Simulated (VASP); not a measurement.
A run of VASP 6.6.1 is set up as follows.

The input INCAR:

```
PREC = Accurate
ENCUT = 650
EDIFF = 1E-6
ISMEAR = -1
SIGMA = 0.05
LREAL = Auto
LASPH = T
NELM = 120
ALGO = Normal
ISIF = 2
LWAVE = F
LCHARG = F
GGA = PS
NBANDS = 104
GGA_COMPAT = F
```

Contents of KPOINTS:

```
Automatic mesh
0
Gamma
  2 2 1
```

The input POSCAR:

```
Li3Cu4C4O12
1.0
   -5.2767030000      0.0000000000      0.0000000000
    0.0000000000     -5.8757940000      0.0000000000
    0.0000000000      0.0000000000      9.1192710000
Li Cu C O
3 4 4 12
Direct
    0.0100820531      0.1644543699      0.3775411434
    0.0332783558      0.7624671661      0.5951023936
    0.5566544109      0.3516971494      0.5834018969
    0.2530367921      0.2851359323     -0.0199906330
    0.2501751567      0.7642371397     -0.0007127763
    0.7357245613      0.7772055998      0.0046165971
    0.7790470678      0.2917903521      0.0068536180
    0.0165633730      0.7211791292      0.2609199792
    0.0134364204      0.2984958288      0.7101773815
    0.5054860961      0.2303348279      0.2598562977
    0.4966358728      0.8058995942      0.7227551413
    0.7954019773      0.7343007600      0.1900590519
    0.0310042085      0.7438313869      0.3961171896
    0.2269788540      0.6805378133      0.1927018070
    0.2375346879      0.2994829295      0.7655984782
   -0.0264559139      0.2458050776      0.5777106525
    0.8045554203      0.3436471735      0.7813124536
    0.3057212051      0.1894722654      0.1675462874
    0.4129093489      0.2741586924      0.3847347008
    0.7317827060      0.2541613950      0.2132297637
    0.7035643280      0.7941224624      0.7911378004
    0.4713170326      0.8107670214      0.5893563203
    0.2667764322      0.7971518402      0.7924865924
```

Potentials or basis: VASP PAW PBE potentials, release 64 (Li_sv, Cu_sv_GW, C, O).

Command:

```bash
$ cat potpaw_PBE.64/Li_sv/POTCAR potpaw_PBE.64/Cu_sv_GW/POTCAR potpaw_PBE.64/C/POTCAR potpaw_PBE.64/O/POTCAR > POTCAR
$ mpirun -np 1 vasp_std > vasp.out
```

(1) Predict the pressure.

(2) What does it give for the band gap on the k mesh?

(3) What does it give for the largest force?

## Answers

(1) -4.1 GPa.

(2) zero (an odd number of electrons rules out a gap without spin polarisation).

(3) 4.310 eV/Å.

Caveat: the k points lie up to 0.69 Å⁻¹ apart, too coarse for converged energies and pressures of a metal; the PAW data sets were made with another functional, which shifts forces and pressure a little; an odd number of electrons without spin polarisation forces a metal; a magnetic or distorted state may lie lower; semilocal functionals often make such compounds metallic where correlation or magnetic order opens a gap, which also shifts bond lengths.
